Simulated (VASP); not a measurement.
# KI (Fm-3m) in VASP: vibrations by perturbation theory with PBE

Aim: the vibrations by perturbation theory of KI with PBE.

All numbers are computed with VASP 6.6.1; they aren't measurements. Logs are shortened: lines on timing, memory, paths and dates and some standing lists are left out, and cuts for length are marked.

**1. The cell of the first run**

The structure is cubic, space group Fm-3m (No. 225). Conventional cell: a = 5.822 Å, b = 5.822 Å, c = 5.822 Å, α = 90.00°, β = 90.00°, γ = 90.00°. K (site symmetry m-3m) has 6 I at 2.91 Å within 3.8 Å. Within 3.8 Å of I (site symmetry m-3m) lie 6 K at 2.91 Å.

**2. Vibrations by perturbation theory, PBE**

The input, INCAR:

```
SYSTEM = KI
PREC = Accurate ; ENCUT = 520
EDIFF = 1E-8 ; ISMEAR = 0
SIGMA = 0.01 ; LREAL = .False.
LASPH = .True. ; NELM = 80
ALGO = Normal ; ISIF = 2
LWAVE = .False. ; LCHARG = .False.
GGA = PE ; IBRION = 8
NSW = 1 ; LEPSILON = .True.
```

The input, KPOINTS:

```
Automatic mesh
0
Gamma
  8 8 8
  0 0 0
```

The input, POSCAR:

```
KI
1.0
    0.0000000000      2.9112345440      2.9112345440
    2.9112345440      0.0000000000      2.9112345440
    2.9112345440      2.9112345440      0.0000000000
K I
1 1
Direct
    0.0000000000      0.0000000000      0.0000000000
    0.5000000000      0.5000000000      0.5000000000
```

Potentials or basis: VASP PAW PBE potentials, release 64 (K_sv, I).

The run is started by

```sh
$ cat potpaw_PBE.64/K_sv/POTCAR potpaw_PBE.64/I/POTCAR > POTCAR
$ mpirun -np 1 vasp_std > vasp.out
```

OUTCAR:

```text
SYSTEM = KI
   PREC = Accurate
   ENCUT = 520
   EDIFF = 1E-8
   ISMEAR = 0
   LREAL = .False.
   LASPH = .True.
   NELM = 80
   ISIF = 2
   GGA = PE
   IBRION = 8
   NSW = 1
   LEPSILON = .True.

 ion  position               nearest neighbor table
   1  0.000  0.000  0.000-   2 2.91   2 2.91   2 2.91   2 2.91   2 2.91   2 2.91
   2  0.500  0.500  0.500-   1 2.91   1 2.91   1 2.91   1 2.91   1 2.91   1 2.91

  LATTYP: Found a face centered cubic cell.
 ALAT       =     5.8224690880

  Lattice vectors:

 A1 = (   0.0000000000,   2.9112345440,   2.9112345440)
 A2 = (   2.9112345440,   0.0000000000,   2.9112345440)
 A3 = (   2.9112345440,   2.9112345440,   0.0000000000)

Analysis of symmetry for initial positions (statically):
=====================================================================
 Subroutine PRICEL returns:
 Original cell was already a primitive cell.

 Routine SETGRP: Setting up the symmetry group for a
 face centered cubic supercell.

 Subroutine GETGRP returns: Found 48 space group operations
 (whereof 48 operations were pure point group operations)
 out of a pool of 48 trial point group operations.

The static configuration has the point symmetry O_h .

Analysis of symmetry for dynamics (positions and initial velocities):
=====================================================================
 Subroutine PRICEL returns:
 Original cell was already a primitive cell.

 Routine SETGRP: Setting up the symmetry group for a
 face centered cubic supercell.

 Subroutine GETGRP returns: Found 48 space group operations
 (whereof 48 operations were pure point group operations)
 out of a pool of 48 trial point group operations.

The dynamic configuration has the point symmetry O_h .

 Subroutine INISYM returns: Found 48 space group operations
 (whereof 48 operations are pure point group operations),
 and found     1 'primitive' translations

----------------------------------------------------------------------------------------

                                     Primitive cell

  volume of cell :      49.3471

  direct lattice vectors                    reciprocal lattice vectors
     0.000000000  2.911234544  2.911234544    -0.171748443  0.171748443  0.171748443
     2.911234544  0.000000000  2.911234544     0.171748443 -0.171748443  0.171748443
     2.911234544  2.911234544  0.000000000     0.171748443  0.171748443 -0.171748443

  length of vectors
     4.117107375  4.117107375  4.117107375     0.297477029  0.297477029  0.297477029

  position of ions in fractional coordinates (direct lattice)
     0.000000000  0.000000000  0.000000000
     0.500000000  0.500000000  0.500000000

  ion indices of the primitive-cell ions
   primitive index   ion index
                 1           1
                 2           2

----------------------------------------------------------------------------------------

 KPOINTS: Automatic mesh

Automatic generation of k-mesh.
 Grid dimensions read from file:
 generate k-points for:    8    8    8

 Generating k-lattice:

[... 508 lines left out ...]

 Free energy of the ion-electron system (eV)
  ---------------------------------------------------
  ---------------------------------------------------
  free energy    TOTEN  =        -0.51162484 eV

  energy without entropy =       -0.51162484

------------------------ aborting loop because EDIFF is reached ----------------------------------------

--------------------------------------- Ionic step        2  -------------------------------------------

------------------------ aborting loop because EDIFF is reached ----------------------------------------

--------------------------------------- Ionic step        3  -------------------------------------------

------------------------ aborting loop because EDIFF is reached ----------------------------------------

 PIEZOELECTRIC TENSOR FIELD DIRECTION 3  (e Angst)
 -----------------------------------------------------------------------------
    -0.00044  0.00000 -0.00000           (  0.00001  0.00000 -0.00000)
     0.00000 -0.00044 -0.00000           (  0.00000  0.00001  0.00000)
    -0.00000 -0.00000 -0.00173           ( -0.00000  0.00000  0.00002)

 PIEZOELECTRIC TENSOR FIELD DIRECTION 3  (C/m^2)
 -----------------------------------------------------------------------------
    -0.00014  0.00000 -0.00000
     0.00000 -0.00014 -0.00000
    -0.00000 -0.00000 -0.00056

--------------------------------------- Ionic step        4  -------------------------------------------

------------------------ aborting loop because EDIFF is reached ----------------------------------------

[... ionic steps 5 to 6 ...]

--------------------------------------- Ionic step        7  -------------------------------------------

 Free energy of the ion-electron system (eV)
  ---------------------------------------------------
  ---------------------------------------------------
  free energy    TOTEN  =        -0.08123678 eV

  energy without entropy =       -0.08123678

------------------------ aborting loop because EDIFF is reached ----------------------------------------

 INTERNAL STRAIN TENSOR  FOR ION    2  DIRECTION 1   (eV/Angst):
 -----------------------------------------------------------------------------
     0.00297  0.00000  0.00000
    -0.00000  0.00448 -0.00000
     0.00000 -0.00000  0.00448

 MACROSCOPIC STATIC DIELECTRIC TENSOR (including local field effects in DFT)
 ------------------------------------------------------
           4.359842     0.000000    -0.000000
           0.000000     4.359842     0.000000
          -0.000000     0.000000     4.359842
 ------------------------------------------------------

 PIEZOELECTRIC TENSOR (including local field effects)  for field in x, y, z        (e  Angst)
          XX          YY          ZZ          XY          YZ          ZX
  --------------------------------------------------------------------------------
  x     0.00000     0.00000     0.00000     0.00000     0.00000     0.00000
  y     0.00000     0.00000     0.00000     0.00000     0.00000     0.00000
  z     0.00000     0.00000     0.00000     0.00000     0.00000     0.00000

 PIEZOELECTRIC TENSOR (including local field effects)  for field in x, y, z        (C/m^2)
          XX          YY          ZZ          XY          YZ          ZX
  --------------------------------------------------------------------------------
  x     0.00000     0.00000     0.00000     0.00000     0.00000     0.00000
  y     0.00000     0.00000     0.00000     0.00000     0.00000     0.00000
  z     0.00000     0.00000     0.00000     0.00000     0.00000     0.00000

 BORN EFFECTIVE CHARGES (including local field effects) (in |e|, cummulative output)
 ---------------------------------------------------------------------------------
 ion    1
    1     0.92082     0.00000     0.00000
    2     0.00000     0.92082     0.00000
    3     0.00000     0.00000     0.92082
 ion    2
    1    -0.92082     0.00000     0.00000
    2     0.00000    -0.92082     0.00000
    3     0.00000     0.00000    -0.92082

 INTERNAL STRAIN TENSOR FOR ION    2 for displacements in x,y,z  (eV/Angst):
          X           Y           Z          XY          YZ          ZX
  --------------------------------------------------------------------------------
  x     0.00000     0.00000     0.00000     0.00000     0.00000     0.00000
  y     0.00000     0.00000     0.00000     0.00000     0.00000     0.00000
  z     0.00000     0.00000     0.00000     0.00000     0.00000     0.00000

 SECOND DERIVATIVES (NOT SYMMETRIZED)
 ------------------------------------
               1X          1Y          1Z          2X          2Y          2Z
  1X    -7.896924    0.000000    0.000000    7.896924    0.000000    0.000000
  1Y     0.000000   -7.896924    0.000000    0.000000    7.896924    0.000000
  1Z     0.000000    0.000000   -7.896924    0.000000    0.000000    7.896924
  2X     7.892139    0.000000    0.000000   -7.892139    0.000000    0.000000
  2Y     0.000000    7.892139    0.000000    0.000000   -7.892139    0.000000
  2Z     0.000000    0.000000    7.892139    0.000000    0.000000   -7.892139

 Eigenvectors and eigenvalues of the dynamical matrix
 ----------------------------------------------------

   1 f  =    8.035085 THz    50.485925 2PiTHz  268.021572 cm-1    33.230425 meV
             X         Y         Z           dx          dy          dz
      0.000000  0.000000  0.000000     0.000000    0.874404    0.000000
      2.911235  2.911235  2.911235     0.000000   -0.485199    0.000000
[... 21 lines left out ...]
   6 f/i=    0.001033 THz     0.006491 2PiTHz    0.034462 cm-1     0.004273 meV
             X         Y         Z           dx          dy          dz
      0.000000  0.000000  0.000000     0.000000   -0.485199    0.000000
      2.911235  2.911235  2.911235     0.000000   -0.874404    0.000000

--------------------------------------------------------------------------------------------------------

 MACROSCOPIC STATIC DIELECTRIC TENSOR IONIC CONTRIBUTION
 ------------------------------------------------------
           0.393851    -0.000000    -0.000000
           0.000000     0.393851     0.000000
          -0.000000     0.000000     0.393851
 ------------------------------------------------------

 ELASTIC MODULI CONTR FROM IONIC RELAXATION (kBar)
 Direction    XX          YY          ZZ          XY          YZ          ZX
 --------------------------------------------------------------------------------
 XX           0.0000      0.0000      0.0000      0.0000      0.0000      0.0000
 YY           0.0000      0.0000      0.0000      0.0000      0.0000      0.0000
 ZZ           0.0000      0.0000      0.0000      0.0000      0.0000      0.0000
 XY           0.0000      0.0000      0.0000      0.0000      0.0000      0.0000
 YZ           0.0000      0.0000      0.0000      0.0000      0.0000      0.0000
 ZX           0.0000      0.0000      0.0000      0.0000      0.0000      0.0000
 --------------------------------------------------------------------------------

 PIEZOELECTRIC TENSOR IONIC CONTR  for field in x, y, z        (C/m^2)
          XX          YY          ZZ          XY          YZ          ZX
  --------------------------------------------------------------------------------
  x     0.00000     0.00000     0.00000     0.00000     0.00000     0.00000
  y     0.00000     0.00000     0.00000     0.00000     0.00000     0.00000
  z     0.00000     0.00000     0.00000     0.00000     0.00000     0.00000
```

Wall time 6.9 min (1 thread of Intel Xeon Platinum 8375C at 2.90GHz (Ice Lake), shared host); peak memory 0.27 GiB.

What came out:

```yaml
Electronic_dielectric_tensor_diagonal: 4.36
Born_charges_mean_of_the_diagonal: K +0.92; I -0.92 e
Highest_phonon_frequency_at_Γ_LO-TO_splitting_left_out: 268 cm⁻¹
```

Phonon frequencies in cm⁻¹ (negative: imaginary):
```csv
q point,frequencies
"(0.000, 0.000, 0.000)",0 0 0 268 268 268
```

Electronic dielectric tensor:
```
4.36 0.00 0.00
0.00 4.36 0.00
0.00 0.00 4.36
```

Born effective charge tensors (e):
atom 1, K
```
0.92 0.00 0.00
0.00 0.92 0.00
0.00 0.00 0.92
```
atom 2, I
```
-0.92  0.00  0.00
 0.00 -0.92  0.00
 0.00  0.00 -0.92
```

Caveat: the cell wasn't relaxed at this level first, which shifts response properties; spin-orbit coupling is left out, which moves the levels of the heavy elements.
